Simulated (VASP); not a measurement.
**Ag: single point with PBEsol**

Crystal: Ag.

```
CELL_PARAMETERS angstrom
0.00000 -3.22511 0.00000
-3.22511 0.00000 0.00000
0.00000 0.00000 -3.22511
ATOMIC_POSITIONS crystal
Ag 0.50000 0.50000 0.50000
Ag 0.00000 0.00000 0.00000
```

```json
{"Program": "VASP 6.6.1", "Task": "single point", "Functional": "PBEsol", "Potentials or basis": "VASP PAW PBE potentials, release 64 (Ag)", "Cutoff": "520 eV", "k mesh": "10 × 10 × 10", "Occupations": "gaussian, width 0.15 eV", "Spin": "no spin polarisation"}
```

* Pressure: -0.3 GPa
* Band gap on the k mesh: zero (band 11 reaches 14.25 eV, above the bottom of band 12 at 6.56 eV)

Levels at points of the mesh, in eV from the Fermi level:
```tsv
k point	band 7	band 8	band 9	band 10	band 11	band 12	band 13	band 14	band 15	band 16
(0.00, 0.00, 0.00)	-3.59	-3.59	-2.80	-2.80	-2.80	6.88	6.88	6.88	13.03	13.67
(0.50, 0.00, 0.00)	-4.47	-4.47	-3.94	-3.94	-1.93	-1.93	13.25	13.25	13.25	13.25
(0.50, 0.50, 0.00)	-3.46	-3.46	-2.54	-2.54	-0.19	-0.19	4.22	4.22	13.35	13.35
(0.50, 0.50, 0.50)	-3.43	-3.43	-3.43	-3.43	5.77	5.77	6.43	6.43	6.43	6.43
```

Wall time 16 s on 1 thread of AMD EPYC 7R43 64-Core Processor (Zen 3) (shared host), peak memory 0.12 GiB.

Caveat: the PAW data sets were made with another functional, which shifts forces and pressure a little.
